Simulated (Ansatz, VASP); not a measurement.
Two plane-wave programs on ScGa7N8

The input INCAR:

```
SYSTEM = ScGa7N8
ALGO = Normal
EDIFF = 1E-7
ENCUT = 520
GGA = PS
ISIF = 2
ISMEAR = 0
LASPH = .TRUE.
LCHARG = .TRUE.
LELF = .TRUE.
LREAL = Auto
LVHAR = .TRUE.
LWAVE = .FALSE.
NBANDS = 85
NELM = 80
PREC = Accurate
SIGMA = 0.1
```

The input KPOINTS:

```
k-points
0
G
  4 4 4
  0 0 0
```

File POSCAR:

```
ScGa7N8
1.0
    3.2341250000      0.0000000000      5.1993750000
    3.2341250000      0.0000000000     -5.1993750000
   -3.2341250000      5.6016688180      0.0000000000
Sc Ga N
1 7 8
Direct
    0.1666666700      0.1666666700      0.3333333300
    0.1666666700      0.1666666700      0.8333333300
    0.6666666700      0.6666666700      0.3333333300
    0.6666666700      0.6666666700      0.8333333300
    0.0833333300      0.5833333300      0.1666666700
    0.5833333300      0.0833333300      0.1666666700
    0.0833333300      0.5833333300      0.6666666700
    0.5833333300      0.0833333300      0.6666666700
    0.3551666700      0.9781666700      0.3333333300
    0.8551666700      0.4781666700      0.3333333300
    0.3551666700      0.9781666700      0.8333333300
    0.8551666700      0.4781666700      0.8333333300
    0.2718333300      0.3948333300      0.1666666700
    0.2718333300      0.3948333300      0.6666666700
    0.7718333300      0.8948333300      0.1666666700
    0.7718333300      0.8948333300      0.6666666700
```

Input for Ansatz:

```yaml
crystal:
  lattice:
    - [3.234125, 0.0, 5.199375]
    - [3.234125, 0.0, -5.199375]
    - [-3.234125, 5.601668818, 0.0]
  atoms:
    - { symbol: Sc, position: [0.16666667, 0.16666667, 0.33333333] }
    - { symbol: Ga, position: [0.16666667, 0.16666667, 0.83333333] }
    - { symbol: Ga, position: [0.66666667, 0.66666667, 0.33333333] }
    - { symbol: Ga, position: [0.66666667, 0.66666667, 0.83333333] }
    - { symbol: Ga, position: [0.08333333, 0.58333333, 0.16666667] }
    - { symbol: Ga, position: [0.58333333, 0.08333333, 0.16666667] }
    - { symbol: Ga, position: [0.08333333, 0.58333333, 0.66666667] }
    - { symbol: Ga, position: [0.58333333, 0.08333333, 0.66666667] }
    - { symbol: "N", position: [0.35516667, 0.97816667, 0.33333333] }
    - { symbol: "N", position: [0.85516667, 0.47816667, 0.33333333] }
    - { symbol: "N", position: [0.35516667, 0.97816667, 0.83333333] }
    - { symbol: "N", position: [0.85516667, 0.47816667, 0.83333333] }
    - { symbol: "N", position: [0.27183333, 0.39483333, 0.16666667] }
    - { symbol: "N", position: [0.27183333, 0.39483333, 0.66666667] }
    - { symbol: "N", position: [0.77183333, 0.89483333, 0.16666667] }
    - { symbol: "N", position: [0.77183333, 0.89483333, 0.66666667] }
basis:
  ecutwfc: 420
kpoints:
  mp_grid: { grid: [4, 4, 4] }
hamiltonian:
  xc: pbesol
  pseudopotentials: { kind: paw, azcp: { folder: soft_1 } }
scf:
  occupations: { method: gaussian, width: 0.1 }
output:
  forces: true
  stress: true
  eigenvalues: true
```

Alike in both runs: task single point; functional PBEsol; k mesh 4 × 4 × 4; occupations gaussian, width 0.1 eV; no spin polarisation.

|  | VASP | Ansatz |
| --- | --- | --- |
| version | VASP 6.6.1 | Ansatz 0.2.0 |
| potentials or method | VASP PAW PBE potentials, release 64 (Sc_sv, Ga_d, N), cutoff 520 eV | scalar-relativistic, plane waves, PAW |
| valence electrons in the cell | 142 | 142 |

Ansatz gave:

| Item | Value |
| --- | --- |
| gap on the k mesh at the Fermi level (eV) | 2.13 |
| least direct gap on the mesh (eV) | 2.13 |
| pressure (GPa) | 0.0 |
| traceless stress, the component that is largest in VASP (GPa) | 2.07 |
| rms of the force components (eV/Å) | 0.594 |

Question: What did VASP give for the same quantities?

Answer: gap on the k mesh at the Fermi level (eV): 2.14; least direct gap on the mesh (eV): 2.14; pressure (GPa): 0.0; traceless stress, the component that is largest in VASP (GPa): 2.08; rms of the force components (eV/Å): 0.616.

VASP's potentials were made for PBE, not for PBEsol, and Ansatz warns of the same on its side. Atom by atom the forces differ by 0.023 eV/Å (rms over components).
